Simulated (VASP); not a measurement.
Runs of VASP 6.6.1 on TaN. The structure is that of space group Fm-3m (No. 225), or close to it. The cells are those of the table. 

```csv
cell,gap on the mesh (eV),pressure (GPa)
"a = 3.197, b = 3.197, c = 3.159 Å, angles 60.4, 60.4, 59.2°, 2 atoms",none,(b)
"a = 2.966, b = 2.966, c = 3.005 Å, angles 59.6, 59.6, 60.9°, 2 atoms",none,66.7
"a = 3.120, b = 3.120, c = 3.159 Å, angles 59.6, 59.6, 60.8°, 2 atoms",none,-1.7
"a = 3.160, b = 3.160, c = 3.082 Å, angles 60.8, 60.8, 58.4°, 2 atoms",none,0.0
"a = 3.006, b = 3.006, c = 2.927 Å, angles 60.9, 60.9, 58.3°, 2 atoms",none,(a)
```

Alike in all rows: task single point; level PBE; potentials or basis VASP PAW PBE potentials, release 64 (Ta_pv, N); no spin polarisation; k mesh 18 × 18 × 18; cutoff (eV) 520; smearing gaussian 0.15 eV.

Problem. Estimate the missing entries.

Solution. (a) 69.4; (b) -15.7.

Caveats: spin-orbit coupling is left out, which moves the levels of the heavy elements.

A k mesh can miss the band edges, and the runs leave out spin-orbit coupling on Ta.

A gap of «none» marks levels without a gap at the run's occupations.
